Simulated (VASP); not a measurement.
Wanted: the native input for a VASP 6.6.1 run.

- Task: single point
- Functional: PBEsol
- Potentials or basis: VASP PAW PBE potentials, release 64 (Pb_d, S)
- Cutoff: 520 eV
- k mesh: 6 × 6 × 4
- Occupations: gaussian, width 0.01 eV
- Spin: no spin polarisation
- Dipole correction: no
- Further INCAR settings: ALGO = Normal; EDIFF = 1e-07; NBANDS = 28

The structure of PbS lies in POSCAR:

```
PbS
1.0
    2.0149516529     -3.4930368189      0.0000000000
    2.0149516529      3.4930368189      0.0000000000
    0.0000000000      0.0000000000      7.4056168500
Pb S
2 2
Direct
    0.0010316600      0.9989683400      0.4867318100
    0.9989683400      0.0010316600      0.9867318100
    0.6671454800      0.3328545200      0.6924681900
    0.3328545200      0.6671454800      0.1924681900
```

One way to write it, as run:

INCAR

```
PREC = Accurate ; ENCUT = 520
EDIFF = 1E-7 ; ISMEAR = 0
SIGMA = 0.01 ; LREAL = F
LASPH = T ; NELM = 100
ALGO = Normal ; ISIF = 2
LWAVE = F ; LCHARG = F
GGA = PS ; NBANDS = 28
```

KPOINTS

```
Automatic mesh
0
Gamma
  6 6 4
```

Potentials or basis: VASP PAW PBE potentials, release 64 (Pb_d, S).

The run is started by

```bash
$ cat potpaw_PBE.64/Pb_d/POTCAR potpaw_PBE.64/S/POTCAR > POTCAR
$ mpirun -np 1 vasp_std > vasp.out
```

Results of the run:

The pressure is 1.6 GPa. The largest force is 0.232 eV/Å and the band gap on the k mesh is 0.23 eV (least direct gap 1.19 eV).

Caveat: the PAW data sets were made with another functional, which shifts forces and pressure a little; spin-orbit coupling is left out, which moves the levels of the heavy elements.

Wall time 51 s on 1 thread of Intel(R) Xeon(R) 6975P-C (Granite Rapids), on a shared host, peak memory 0.26 GiB.
